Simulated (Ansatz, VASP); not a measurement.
RbBr in VASP and in Ansatz

```
CELL_PARAMETERS angstrom
0.00000 3.35704 3.35704
3.35704 0.00000 3.35704
3.35704 3.35704 0.00000
ATOMIC_POSITIONS crystal
Rb 0.00000 0.00000 0.00000
Br 0.50000 0.50000 0.50000
```

Alike in both runs: task single point; functional LDA; k mesh 7 × 7 × 7; occupations fermi-dirac, width 0.05 eV; no spin polarisation.

```csv
,VASP,Ansatz
version,VASP 6.6.1,Ansatz 0.2.0
potentials or method,"VASP PAW LDA potentials, release 64 (Rb_sv, Br)",Ansatz PAW
plane-wave cutoff (eV),520,420
valence electrons in the cell,16,16
```

VASP gave:

| Property | Result |
| --- | --- |
| gap on the k mesh at the Fermi level (eV) | 4.11 |
| least direct gap on the mesh (eV) | 4.11 |
| pressure (GPa) | -0.3 |

Problem. Which values does Ansatz return?

Solution. gap on the k mesh at the Fermi level (eV): 4.10; least direct gap on the mesh (eV): 4.10; pressure (GPa): -0.4.

LDA's correlation is that of Perdew and Zunger in VASP and of Perdew and Wang (1992) in Ansatz.

Noted on Ansatz's run: odd divisions of the mesh miss points on the zone boundary, where band edges often lie, so the gap on the mesh can be too wide.
